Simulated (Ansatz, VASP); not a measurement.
Ga2P in VASP and in Ansatz

The input INCAR:

```
ALGO = Normal
EDIFF = 1E-7
EDIFFG = -0.01
ENCUT = 600
GGA = PE
IBRION = 2
ISIF = 3
ISMEAR = 0
LASPH = True
LCHARG = False
LREAL = False
LWAVE = False
NELM = 100
NSW = 100
PREC = Accurate
SIGMA = 0.1
```

KPOINTS

```
k-points
0
Gamma
  12 12 12
```

Contents of POSCAR:

```
Ga2P
1.0
    3.7653001753      0.0000000000      0.0000000000
    0.0000000000      3.7653001753      0.0000000000
    0.0000000000      0.0000000000      4.2900473779
Ga P
2 1
Direct
    0.5000000000      0.0000000000      0.6465292808
    0.0000000000      0.5000000000      0.3534707192
    0.0000000000      0.0000000000      0.0000000000
```

Input for Ansatz:

```yaml
crystal:
  lattice:
    - [3.7653001753, 0.0, 0.0]
    - [0.0, 3.7653001753, 0.0]
    - [0.0, 0.0, 4.2900473779]
  atoms:
    - { symbol: Ga, position: [0.5, 0.0, 0.6465292808] }
    - { symbol: Ga, position: [0.0, 0.5, 0.3534707192] }
    - { symbol: P, position: [0.0, 0.0, 0.0] }
basis:
  ecutwfc: 420
kpoints:
  mp_grid: { grid: [12, 12, 12] }
hamiltonian:
  xc: pbe
scf:
  occupations: { method: gaussian, width: 0.1 }
output:
  forces: true
  stress: true
  eigenvalues: true
relax:
  adjacent_minimum: "off"
  f_tol: 0.01
  max_steps: 80
  cell: { stress_tol: 0.05 }
```

Change from the starting cell: species swapped into the Ta2H type (P-4m2, No. 115).

Alike in both runs: task relaxation of cell and atoms; functional PBE; k mesh 12 × 12 × 12; occupations gaussian, width 0.1 eV; no spin polarisation.

```csv
,VASP,Ansatz
version,VASP 6.6.1,Ansatz 0.2.0
potentials or method,"VASP PAW PBE potentials, release 64 (Ga_d, P), cutoff 600 eV","scalar-relativistic, plane waves, PAW"
valence electrons in the cell,31,31
```

VASP gave:

```
gap on the k mesh at the Fermi level, each at its own relaxed structure (eV) : none
relaxed volume (Å³/atom)                                                     : 20.10
relaxed length of the cell vector where the two differ most in proportion (Å)              : 4.383
```

Task: Which values does Ansatz return?

Result: gap on the k mesh at the Fermi level, each at its own relaxed structure (eV): none; relaxed volume (Å³/atom): 20.09; relaxed length of the cell vector where the two differ most in proportion (Å): 4.388.

A gap of «none» marks a metal or a gap that the smearing closes.
